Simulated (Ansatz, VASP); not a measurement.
## SrB2Pt in VASP and in Ansatz

The input INCAR:

```
SYSTEM = SrB2Pt
  ALGO = Normal
  EDIFF = 1E-6
  EDIFFG = -0.01
  ENCUT = 600
  GGA = PE
  IBRION = 2
  ISIF = 3
  ISMEAR = 0
  LASPH = .TRUE.
  LCHARG = .FALSE.
  LREAL = .FALSE.
  LWAVE = .FALSE.
  NELM = 60
  NSW = 100
  PREC = Accurate
  SIGMA = 0.1
```

The input KPOINTS:

```
k-points
0
G
  10 10 14
  0 0 0
```

The input POSCAR:

```
SrB2Pt
1.0
    4.4572548400      0.0000000000      0.0000000000
    0.0000000000      4.4572548400      0.0000000000
    0.0000000000      0.0000000000      3.1517551200
Sr B Pt
1 2 1
Direct
    0.0000000000      0.0000000000      0.5000000000
    0.0000000000      0.5000000000      0.0000000000
    0.5000000000      0.0000000000      0.0000000000
    0.5000000000      0.5000000000      0.5000000000
```

Input for Ansatz:

```yaml
crystal:
  lattice:
    - [4.45725484, 0.0, 0.0]
    - [0.0, 4.45725484, 0.0]
    - [0.0, 0.0, 3.15175512]
  atoms:
    - { symbol: Sr, position: [0.0, 0.0, 0.5] }
    - { symbol: B, position: [0.0, 0.5, 0.0] }
    - { symbol: B, position: [0.5, 0.0, 0.0] }
    - { symbol: Pt, position: [0.5, 0.5, 0.5] }
basis:
  ecutwfc: 420
kpoints:
  mp_grid: { grid: [10, 10, 14] }
hamiltonian:
  xc: pbe
scf:
  occupations: { method: gaussian, width: 0.1 }
output:
  forces: true
  stress: true
  eigenvalues: true
  write_density: true
  write_potential: true
  elf: true
  volumetric_format: npy
relax:
  adjacent_minimum: "off"
  f_tol: 0.01
  max_steps: 80
  cell: { stress_tol: 0.05 }
```

Alike in both runs: task relaxation of cell and atoms; functional PBE; k mesh 10 × 10 × 14; occupations gaussian, width 0.1 eV; no spin polarisation.

|  | VASP | Ansatz |
| --- | --- | --- |
| version | VASP 6.6.1 | Ansatz 0.2.0 |
| potentials or method | VASP PAW PBE potentials, release 64 (Sr_sv, B, Pt), cutoff 600 eV | scalar-relativistic, plane waves, PAW |
| valence electrons in the cell | 26 | 34 |

```csv
,VASP,Ansatz,Ansatz less VASP
"gap on the k mesh at the Fermi level, each at its own relaxed structure (eV)",none,none,-
relaxed volume (Å³/atom),16.22,16.15,-0.069
relaxed cell length with the largest relative difference (Å),4.205,4.197,-0.0077
```

A gap of «none» marks a metal or a gap that the smearing closes. VASP's potentials hold 26 valence electrons a cell and Ansatz's 34, so a difference there can come from the potentials and not from the codes.

Neither program's run includes spin-orbit coupling.
